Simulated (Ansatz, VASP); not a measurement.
# Two plane-wave programs on MoS2

INCAR

```
ALGO = Normal
EDIFF = 1E-6
ENCUT = 520
GGA = PE
ISIF = 2
ISMEAR = 0
IVDW = 12
LASPH = T
LCHARG = F
LREAL = F
LWAVE = F
NBANDS = 35
NELM = 60
PREC = Accurate
SIGMA = 0.05
```

Contents of KPOINTS:

```
k-points
0
Gamma
  12 12 4
```

Contents of POSCAR:

```
MoS2
1.0
    3.0548705918      0.0000000000      0.0000000000
   -1.5274352959      2.6455955378      0.0000000000
    0.0000000000      0.0000000000     11.9093925757
Mo S
2 4
Direct
    0.3333333333      0.6666666667      0.2500000000
    0.6666666667      0.3333333333      0.7500000000
    0.3333333333      0.6666666667      0.6204905688
    0.6666666667      0.3333333333      0.1204905688
    0.3333333333      0.6666666667      0.8795094312
    0.6666666667      0.3333333333      0.3795094312
```

Input for Ansatz:

```yaml
crystal:
  lattice:
    - [3.0548705918, 0.0, 0.0]
    - [-1.5274352959, 2.6455955378, 0.0]
    - [0.0, 0.0, 11.9093925757]
  atoms:
    - { symbol: Mo, position: [0.3333333333, 0.6666666667, 0.25] }
    - { symbol: Mo, position: [0.6666666667, 0.3333333333, 0.75] }
    - { symbol: S, position: [0.3333333333, 0.6666666667, 0.6204905688] }
    - { symbol: S, position: [0.6666666667, 0.3333333333, 0.1204905688] }
    - { symbol: S, position: [0.3333333333, 0.6666666667, 0.8795094312] }
    - { symbol: S, position: [0.6666666667, 0.3333333333, 0.3795094312] }
basis:
  ecutwfc: 420
kpoints:
  mp_grid: { grid: [12, 12, 4] }
hamiltonian:
  xc: pbe
  dispersion: d3bj
scf:
  occupations: { method: gaussian, width: 0.05 }
output:
  forces: true
  stress: true
  eigenvalues: true
```

Change from the starting cell: strain -0.030 along x and y, -0.015 along z, atoms carried along.

Alike in both runs: task single point; functional PBE; dispersion D3(BJ); k mesh 12 × 12 × 4; occupations gaussian, width 0.05 eV; no spin polarisation.

|  | VASP | Ansatz |
| --- | --- | --- |
| version | VASP 6.6.1 | Ansatz 0.2.0 |
| potentials or method | VASP PAW PBE potentials, release 64 (Mo_sv, S), cutoff 520 eV | scalar-relativistic, plane waves, PAW |
| valence electrons in the cell | 52 | 52 |

```tsv
	VASP	Ansatz	Ansatz less VASP
gap on the k mesh at the Fermi level (eV)	0.78	0.76	-0.018
least direct gap on the mesh (eV)	1.97	1.97	-0.005
pressure (GPa)	13.5	13.7	+0.21
traceless stress, the component that is largest in VASP (GPa)	-1.17	-1.09	+0.079
rms of the force components (eV/Å)	0.539	0.549	+0.0101
```

Atom by atom the forces differ by 0.010 eV/Å (rms over components).
